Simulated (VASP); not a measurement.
# AlAs (F-43m) in VASP: a series of runs

Runs on AlAs. Level: LDA. Tasks: single point.

Everything below comes from runs of VASP 6.6.1. Logs are shortened: lines on timing, memory, paths and dates and some standing lists are left out, and cuts for length are marked.

### 1 The cell of the first run

The structure is cubic, space group F-43m (No. 216). Conventional cell: a = 5.362 Å, b = 5.362 Å, c = 5.362 Å, α = 90.00°, β = 90.00°, γ = 90.00°. Within 3.1 Å of Al (site symmetry -43m) lie 4 As at 2.32 Å. As (site symmetry -43m) has 4 Al at 2.32 Å within 3.1 Å.

### 2 Single point, LDA

Input file INCAR:

```
PREC     = Accurate       # precision mode
ENCUT    = 500            # plane-wave cutoff, eV
EDIFF    = 1E-6           # SCF threshold, eV
ISMEAR   = 0              # smearing method
SIGMA    = 0.01           # smearing width, eV
LREAL    = False          # projectors in reciprocal space
LASPH    = True           # aspherical terms in the spheres
NELM     = 120            # most SCF steps
ALGO     = Normal         # electronic algorithm
ISIF     = 2              # what is computed and relaxed
LWAVE    = False          # write WAVECAR
LCHARG   = True           # write CHGCAR
GGA      = CA             # functional
LELF     = True           # ELF
LVHAR    = True         
NBANDS   = 11             # bands
GGA_COMPAT= False
```

Input file KPOINTS:

```
Automatic mesh
0
Gamma
  8 8 8
```

Input file POSCAR:

```
AlAs
1.0
    2.6809005078      2.6809005078      0.0000000000
   -2.6809005078      2.6809005078      0.0000000000
    0.0000000000      2.6809005078      2.6809005078
Al As
1 1
Direct
    0.0000000000      0.0000000000      0.0000000000
    0.7500000000      0.2500000000      0.5000000000
```

Potentials or basis: VASP PAW LDA potentials, release 64 (Al, As).

Run with:

```
cat potpaw_LDA.64/Al/POTCAR potpaw_LDA.64/As/POTCAR > POTCAR
mpirun -np 1 vasp_std > vasp.out
```

OUTCAR:

```text
PREC = Accurate
   ENCUT = 500
   EDIFF = 1E-6
   ISMEAR = 0
   LREAL = False
   LASPH = True
   NELM = 120
   ISIF = 2
   GGA = CA

 ion  position               nearest neighbor table
   1  0.000  0.000  0.000-   2 2.32   2 2.32   2 2.32   2 2.32
   2  0.750  0.250  0.500-   1 2.32   1 2.32   1 2.32   1 2.32

  LATTYP: Found a face centered cubic cell.
 ALAT       =     5.3618010156

  Lattice vectors:

 A1 = (   0.0000000000,   2.6809005078,   2.6809005078)
 A2 = (   2.6809005078,   0.0000000000,   2.6809005078)
 A3 = (   2.6809005078,   2.6809005078,   0.0000000000)

Analysis of symmetry for initial positions (statically):
=====================================================================
 Subroutine PRICEL returns:
 Original cell was already a primitive cell.

 Routine SETGRP: Setting up the symmetry group for a
 face centered cubic supercell.

 Subroutine GETGRP returns: Found 24 space group operations
 (whereof 24 operations were pure point group operations)
 out of a pool of 48 trial point group operations.

The static configuration has the point symmetry T_d .

Analysis of symmetry for dynamics (positions and initial velocities):
=====================================================================
 Subroutine PRICEL returns:
 Original cell was already a primitive cell.

 Routine SETGRP: Setting up the symmetry group for a
 face centered cubic supercell.

 Subroutine GETGRP returns: Found 24 space group operations
 (whereof 24 operations were pure point group operations)
 out of a pool of 48 trial point group operations.

The dynamic configuration has the point symmetry T_d .

 Subroutine INISYM returns: Found 24 space group operations
 (whereof 24 operations are pure point group operations),
 and found     1 'primitive' translations

----------------------------------------------------------------------------------------

                                     Primitive cell

  volume of cell :      38.5365

  direct lattice vectors                    reciprocal lattice vectors
     2.680900508  2.680900508  0.000000000     0.186504497  0.186504497 -0.186504497
    -2.680900508  2.680900508  0.000000000    -0.186504497  0.186504497 -0.186504497
     0.000000000  2.680900508  2.680900508     0.000000000  0.000000000  0.373008993

  length of vectors
     3.791365858  3.791365858  3.791365858     0.323035264  0.323035264  0.373008993

  position of ions in fractional coordinates (direct lattice)
     0.000000000  0.000000000  0.000000000
     0.750000000  0.250000000  0.500000000

  ion indices of the primitive-cell ions
   primitive index   ion index
                 1           1
                 2           2

----------------------------------------------------------------------------------------

 KPOINTS: Automatic mesh

Automatic generation of k-mesh.
 Grid dimensions read from file:
 generate k-points for:    8    8    8

 Generating k-lattice:

  Cartesian coordinates                     Fractional coordinates (reciprocal lattice)
     0.023313062  0.023313062 -0.023313062     0.125000000  0.000000000  0.000000000
    -0.023313062  0.023313062 -0.023313062     0.000000000  0.125000000  0.000000000
     0.000000000  0.000000000  0.046626124     0.000000000  0.000000000  0.125000000

  Length of vectors
     0.040379408  0.040379408  0.046626124

  Shift w.r.t. Gamma in fractional coordinates (k-lattice)
     0.000000000  0.000000000  0.000000000

 Subroutine IBZKPT returns following result:
 ===========================================

 Found     29 irreducible k-points:

 Following reciprocal coordinates:
            Coordinates               Weight
  0.000000  0.000000  0.000000      1.000000
  0.125000  0.000000  0.000000      8.000000
  0.250000  0.000000  0.000000      8.000000
  0.375000  0.000000  0.000000      8.000000
  0.500000  0.000000  0.000000      4.000000
  0.125000  0.125000  0.000000     12.000000
[... 16 lines left out ...]
  0.375000  0.250000  0.125000     48.000000
  0.500000  0.250000  0.125000     24.000000
 [... further k-points ...]
   k-points           NKPTS =     29   k-points in BZ     NKDIM =     29   number of bands    NBANDS=     11
   number of dos      NEDOS =    301   number of ions     NIONS =      2
   total plane-waves  NPLWV =  21952
   dimension x,y,z NGX =    28 NGY =   28 NGZ =   28
   dimension x,y,z NGXF=    56 NGYF=   56 NGZF=   56
   ions per type =               1   1
   NGX,Y,Z   is equivalent  to a cutoff of  12.28, 12.28, 12.28 a.u.
   NGXF,Y,Z  is equivalent  to a cutoff of  24.56, 24.56, 24.56 a.u.
 SYSTEM =  unknown system
   PREC   = accura    normal or accurate (medium, high low for compatibility)
   ISTART =      0    job   : 0-new  1-cont  2-samecut
   ICHARG =      2    charge: 1-file 2-atom 10-const
   ISPIN  =      1    spin polarized calculation?
   LNONCOLLINEAR =      F non collinear calculations
   LSORBIT =      F    spin-orbit coupling
   LASPH  =      T    aspherical Exc in radial PAW
   ENCUT  =  500.0 eV  36.75 Ry    6.06 a.u.   6.91  6.91  6.91*2*pi/ulx,y,z
   NELM   =    120;   NELMIN=  2; NELMDL= -5     # of ELM steps
   EDIFF  = 0.1E-05   stopping-criterion for ELM
   LREAL  =      F    real-space projection
   EDIFFG = 0.1E-04   stopping-criterion for IOM
   NSW    =      0    number of steps for IOM
   IBRION =     -1    ionic relax: 0-MD 1-quasi-New 2-CG
   NFREE  =      0    steps in history (QN), initial steepest desc. (CG)
   ISIF   =      2    stress and relaxation
   ISYM   =      2    0-nonsym 1-usesym 2-fastsym
   POTIM  = 0.5000    time-step for ionic-motion
   TEBEG  =    0.0;   TEEND  =   0.0 temperature during run
   PSTRESS=    0.0 pullay stress
   NELECT =       8.0000    total number of electrons
   NUPDOWN=      -1.0000    fix difference up-down
   EMIN   =  10.00;   EMAX   =-10.00  energy-range for DOS
   EFERMI =   0.00;   METHOD = LEGACY
   ISMEAR =     0;   SIGMA  =   0.01  broadening in eV -4-tet -1-fermi 0-gaus
   EFERMI_NEDOS =   21; number of points for ismear=-14 and -15
   IALGO  =     38    algorithm
   IMIX   =      4    mixing-type and parameters
     AMIX     =   0.40;   BMIX     =  1.00
     AMIX_MAG =   1.60;   BMIX_MAG =  1.00
  volume/ion in A,a.u.               =      19.27       130.03
  Fermi-wavevector in a.u.,A,eV,Ry     =   0.969350  1.831807 12.784581  0.939640
  Thomas-Fermi vector in A             =   2.099396
   LORBIT       =      0    0 simple, 1 ext, 2 COOP (PROOUT), +10 PAW based schemes
   GGA     = CA    functional components
   LHFCALC =     F    Hartree Fock is set to
   AEXX    =    0.0000 exact exchange contribution
   IVDW    =     0    specifies the selected vdW correction
   LEPSILON=     F    determine dielectric tensor
   LRPA    =     F    only Hartree local field effects (RPA)
 non-spin polarized calculation
 Gauss-broadening in eV      SIGMA  =   0.01
  energy-cutoff  :      500.00
  volume of cell :       38.54
 maximum number of plane-waves:       992
   NGX = 13   NGY = 13   NGZ = 13

 number of electron       7.9999999 magnetization

 Free energy of the ion-electron system (eV)
  ---------------------------------------------------
  ext. energy  EPLUGINS =         0.00000000
  ---------------------------------------------------
  free energy    TOTEN  =       -10.24546925 eV

  energy without entropy =      -10.24546925  energy(sigma->0) =      -10.24546925

 E-fermi :   5.3998     XC(G=0):  -9.9108

 val. band max:        5.2979296898   @ k =   0.0000   0.0000   0.0000
 cond. band min:       6.3199911231   @ k =   0.5000   0.5000   0.0000
 fundamental gap:      1.0220614333
 Fermi energy:         5.3998246845

 k-point     1 :       0.0000    0.0000    0.0000
  band No.  band energies     occupation
      1      -7.5943      2.00000
      2       5.2979      2.00000
      3       5.2979      2.00000
      4       5.2979      2.00000
      5       8.5288      0.00000
      6       9.8265      0.00000
      7       9.8265      0.00000
      8       9.8265      0.00000
      9      14.6510      0.00000
     10      14.6510      0.00000
     11      14.8955      0.00000

 k-point     2 :       0.1250    0.0000    0.0000
  band No.  band energies     occupation
      1      -7.4079      2.00000
      2       3.7994      2.00000
      3       5.1094      2.00000
      4       5.1094      2.00000
      5       8.9477      0.00000
      6      10.1526      0.00000
      7      10.1526      0.00000
      8      10.5814      0.00000
      9      13.9205      0.00000
     10      13.9205      0.00000
     11      15.5457      0.00000

 k-point     3 :       0.2500    0.0000    0.0000
  band No.  band energies     occupation
      1      -6.8823      2.00000
      2       1.5523      2.00000
      3       4.7446      2.00000
      4       4.7446      2.00000
      5       8.4958      0.00000
      6      10.4624      0.00000
      7      10.4624      0.00000
      8      12.6588      0.00000
      9      13.8490      0.00000
     10      13.8490      0.00000
     11      15.0781      0.00000

 k-point     4 :       0.3750    0.0000    0.0000
  band No.  band energies     occupation
      1      -6.1732      2.00000
      2      -0.2955      2.00000
      3       4.4589      2.00000
      4       4.4589      2.00000
      5       8.1026      0.00000
      6      10.2020      0.00000
      7      10.2020      0.00000
      8      13.3135      0.00000
      9      15.4085      0.00000
     10      15.4085      0.00000
     11      16.1282      0.00000

 k-point     5 :       0.5000    0.0000    0.0000
  band No.  band energies     occupation
      1      -5.7693      2.00000
      2      -1.0903      2.00000
      3       4.3562      2.00000
      4       4.3562      2.00000
      5       7.9645      0.00000
      6      10.0308      0.00000
      7      10.0308      0.00000
      8      13.1639      0.00000
      9      17.5166      0.00000
     10      17.5166      0.00000
     11      17.7417      0.00000
[... 211 lines left out ...]
 k-point    21 :       0.5000    0.5000    0.0000
  band No.  band energies     occupation
      1      -5.0531      2.00000
      2      -0.7691      2.00000
      3       2.7342      2.00000
      4       2.7342      2.00000
      5       6.3200      0.00000
      6       7.4832      0.00000
      7      16.7520      0.00000
      8      16.7520      0.00000
      9      18.8030      0.00000
     10      18.8764      0.00000
     11      18.8765      0.00000

 k-point    22 :       0.2500    0.2500    0.1250
  band No.  band energies     occupation
      1      -6.4370      2.00000
      2       1.2264      2.00000
      3       2.9610      2.00000
      4       4.1583      2.00000
      5       8.9861      0.00000
      6      10.1741      0.00000
      7      10.7529      0.00000
      8      12.3968      0.00000
      9      14.1231      0.00000
     10      16.5252      0.00000
     11      18.3018      0.00000

 k-point    23 :       0.3750    0.2500    0.1250
  band No.  band energies     occupation
      1      -5.7875      2.00000
      2      -0.0255      2.00000
      3       2.3109      2.00000
      4       3.6823      2.00000
      5       9.1124      0.00000
      6      10.0636      0.00000
      7      11.5046      0.00000
      8      12.6810      0.00000
      9      15.4350      0.00000
     10      16.6077      0.00000
     11      18.2704      0.00000

 k-point    24 :       0.5000    0.2500    0.1250
  band No.  band energies     occupation
      1      -5.4309      2.00000
      2      -0.6551      2.00000
      3       2.1642      2.00000
      4       3.4520      2.00000
      5       9.1283      0.00000
      6       9.7387      0.00000
      7      12.5602      0.00000
      8      13.5416      0.00000
      9      14.2886      0.00000
     10      16.8946      0.00000
     11      18.5768      0.00000

 [... further k-points ...]

------------------------ aborting loop because EDIFF is reached ----------------------------------------

  FORCE on cell =-STRESS in cart. coord.  units (eV):
  Direction    XX          YY          ZZ          XY          YZ          ZX
  --------------------------------------------------------------------------------------
  -------------------------------------------------------------------------------------
  Total        3.7635183      3.7635183      3.7635183      0.0000000      0.0000000      0.0000000
  in kB      156.4705188    156.4705188    156.4705188      0.0000000      0.0000000      0.0000000
  external PRESSURE =     156.4705188 kB  Pullay stress =       0.0000000 kB

 VOLUME and BASIS-vectors are now :
 -----------------------------------------------------------------------------
  energy-cutoff  :      500.00
  volume of cell :       38.54
      direct lattice vectors                 reciprocal lattice vectors
     2.680900508  2.680900508  0.000000000     0.186504497  0.186504497 -0.186504497
    -2.680900508  2.680900508  0.000000000    -0.186504497  0.186504497 -0.186504497
     0.000000000  2.680900508  2.680900508     0.000000000  0.000000000  0.373008993

 POSITION                                       TOTAL-FORCE (eV/Angst)
 -----------------------------------------------------------------------------------
      0.00000      0.00000      0.00000         0.000000      0.000000      0.000000
      1.34045      4.02135      1.34045        -0.000000     -0.000000      0.000000
 -----------------------------------------------------------------------------------
    total drift:                                0.000000      0.000000      0.000000

  FREE ENERGIE OF THE ION-ELECTRON SYSTEM (eV)
  ---------------------------------------------------
  free  energy   TOTEN  =       -10.2454692461 eV

  energy  without entropy=      -10.2454692461  energy(sigma->0) =      -10.24546925
```

It took 11 s on 1 thread of Intel Xeon Platinum 8259CL at 2.50GHz (Skylake/Cascade Lake), shared host; peak memory 0.14 GiB.

Results:

```
Free energy            : -10.2455 eV
Pressure               : 15.6 GPa
Band gap on the k mesh : 1.02 eV, indirect (least direct gap 3.23 eV)
```

Levels at points of the mesh, in eV from the valence-band top:
```
           k point  band 1  band 2  band 3  band 4  band 5  band 6  band 7  band 8  band 9
(0.00, 0.00, 0.00)  -12.89    0.00    0.00    0.00    3.23    4.53    4.53    4.53    9.35
(0.50, 0.00, 0.00)  -11.07   -6.39   -0.94   -0.94    2.67    4.73    4.73    7.87   12.22
(0.50, 0.50, 0.00)  -10.35   -6.07   -2.56   -2.56    1.02    2.19   11.45   11.45   13.51
```

### 3 Single point, LDA

Input file INCAR:

```
SYSTEM = AlAs
PREC = Accurate
ENCUT = 500
EDIFF = 1E-6
ISMEAR = 0
SIGMA = 0.01
LREAL = .False.
LASPH = .True.
NELM = 120
ALGO = Normal
ISIF = 2
LWAVE = .False.
LCHARG = .False.
GGA = CA
NBANDS = 11
GGA_COMPAT = .False.
```

Input file KPOINTS:

```
Automatic mesh
0
Gamma
  8 8 8
  0 0 0
```

POSCAR is that of step 2.

Potentials or basis: VASP PAW LDA potentials, release 64 (Al, As).

Run with:

```
cat potpaw_LDA.64/Al/POTCAR potpaw_LDA.64/As/POTCAR > POTCAR
mpirun -np 1 vasp_std > vasp.out
```

Wall time 9.7 s (1 thread of Intel Xeon Platinum 8259CL at 2.50GHz (Skylake/Cascade Lake), shared host); peak memory 0.14 GiB.

It converged, with:

```yaml
Free_energy: -10.2455 eV
Pressure: 15.6 GPa
Band_gap_on_the_k_mesh: 1.02 eV, indirect (least direct gap 3.23 eV)
```

Levels at points of the mesh, in eV from the valence-band top:
| k point | band 1 | band 2 | band 3 | band 4 | band 5 | band 6 | band 7 | band 8 | band 9 |
| --- | --- | --- | --- | --- | --- | --- | --- | --- | --- |
| (0.00, 0.00, 0.00) | -12.89 | 0.00 | 0.00 | 0.00 | 3.23 | 4.53 | 4.53 | 4.53 | 9.35 |
| (0.50, 0.00, 0.00) | -11.07 | -6.39 | -0.94 | -0.94 | 2.67 | 4.73 | 4.73 | 7.87 | 12.22 |
| (0.50, 0.50, 0.00) | -10.35 | -6.07 | -2.56 | -2.56 | 1.02 | 2.19 | 11.45 | 11.45 | 13.51 |

A k mesh can miss the band edges. A hybrid or GW would open this gap; LDA tends to underestimate it.

### 4 Single point, LDA

This run uses another cell than the first one, of 20.62 Å³/atom, 1.070 times its volume.

Input file INCAR:

```
SYSTEM = AlAs
ALGO = Normal
EDIFF = 1E-6
ENCUT = 500
GGA = CA
GGA_COMPAT = .False.
ISIF = 2
ISMEAR = 0
LASPH = .True.
LCHARG = .False.
LREAL = .False.
LWAVE = .False.
NBANDS = 11
NELM = 120
PREC = Accurate
SIGMA = 0.01
```

Input file KPOINTS:

```
k-points
0
Gamma
  8 8 8
  0 0 0
```

Input file POSCAR:

```
AlAs
1.0
    2.7421903884      2.7421903884      0.0000000000
   -2.7421903884      2.7421903884      0.0000000000
    0.0000000000      2.7421903884      2.7421903884
Al As
1 1
Direct
    0.0000000000      0.0000000000      0.0000000000
    0.7500000000      0.2500000000      0.5000000000
```

Run with:

```
cat potpaw_LDA.64/Al/POTCAR potpaw_LDA.64/As/POTCAR > POTCAR
mpirun -np 1 vasp_std > vasp.out
```

Wall time 13 s (1 thread of Intel Xeon Platinum 8259CL at 2.50GHz (Skylake/Cascade Lake), shared host); peak memory 0.14 GiB.

Results (log left out):

```yaml
Free_energy: -10.4369 eV
Pressure: 7.5 GPa
Band_gap_on_the_k_mesh: 1.17 eV, indirect (least direct gap 2.66 eV)
```

Levels at points of the mesh, in eV from the valence-band top:
| k point | band 1 | band 2 | band 3 | band 4 | band 5 | band 6 | band 7 | band 8 | band 9 |
| --- | --- | --- | --- | --- | --- | --- | --- | --- | --- |
| (0.00, 0.00, 0.00) | -12.45 | 0.00 | 0.00 | 0.00 | 2.66 | 4.41 | 4.41 | 4.41 | 9.18 |
| (0.50, 0.00, 0.00) | -10.81 | -6.04 | -0.89 | -0.89 | 2.39 | 4.70 | 4.70 | 7.76 | 11.81 |
| (0.50, 0.50, 0.00) | -10.17 | -5.80 | -2.40 | -2.40 | 1.17 | 2.20 | 10.94 | 10.94 | 12.66 |
